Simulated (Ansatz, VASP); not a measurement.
## CoO: VASP beside Ansatz

INCAR

```
SYSTEM = CoO
PREC = Accurate ; ENCUT = 520
EDIFF = 1E-7 ; ISMEAR = -1
SIGMA = 0.05 ; LREAL = .FALSE.
LASPH = .TRUE. ; NELM = 150
ALGO = Normal ; ISIF = 2
LWAVE = .FALSE. ; LCHARG = .FALSE.
ISPIN = 2 ; MAGMOM = 2 0
LORBIT = 11 ; LMAXMIX = 4
GGA = PE ; NBANDS = 18
```

The input KPOINTS:

```
regular mesh
0
G
  15 15 15
  0 0 0
```

Contents of POSCAR:

```
CoO
1.0
    0.0000000000      2.1315000000      2.1315000000
    2.1315000000      0.0000000000      2.1315000000
    2.1315000000      2.1315000000      0.0000000000
Co O
1 1
Direct
    0.0000000000      0.0000000000      0.0000000000
    0.5000000000      0.5000000000      0.5000000000
```

Input for Ansatz:

```yaml
crystal:
  lattice:
    - [0.0, 2.1315, 2.1315]
    - [2.1315, 0.0, 2.1315]
    - [2.1315, 2.1315, 0.0]
  atoms:
    - { symbol: Co, position: [0.0, 0.0, 0.0], spin: 2.0 }
    - { symbol: O, position: [0.5, 0.5, 0.5] }
magnetization:
  spin_polarized: true
kpoints:
  mp_grid: { grid: [15, 15, 15] }
scf:
  occupations: { method: fermi_dirac, width: 0.05 }
hamiltonian:
  xc: pbe
  pseudopotentials: { kind: all_electron, lapw: { basis_error: 0.0005 } }
output:
  forces: true
  stress: true
  eigenvalues: true
basis:
  ecutwfc: 500
```

Alike in both runs: task single point; functional PBE; k mesh 15 × 15 × 15; occupations fermi-dirac, width 0.05 eV; collinear spin.

```csv
,VASP,Ansatz
version,VASP 6.6.1,Ansatz 0.2.0
potentials or method,"VASP PAW PBE potentials, release 64 (Co, O), cutoff 520 eV","all-electron LAPW, scalar-relativistic"
```

```tsv
	VASP	Ansatz	Ansatz less VASP
pressure (GPa)	-2.3	-1.8	+0.48
net moment per atom (μB)	1.46	1.47	+0.013
size of the moment on the site where the two differ most (μB)	2.56	2.60	+0.036
```

Site moments also hang on the region over which each program counts them. Ansatz ran all-electron here, and VASP with PAW potentials.
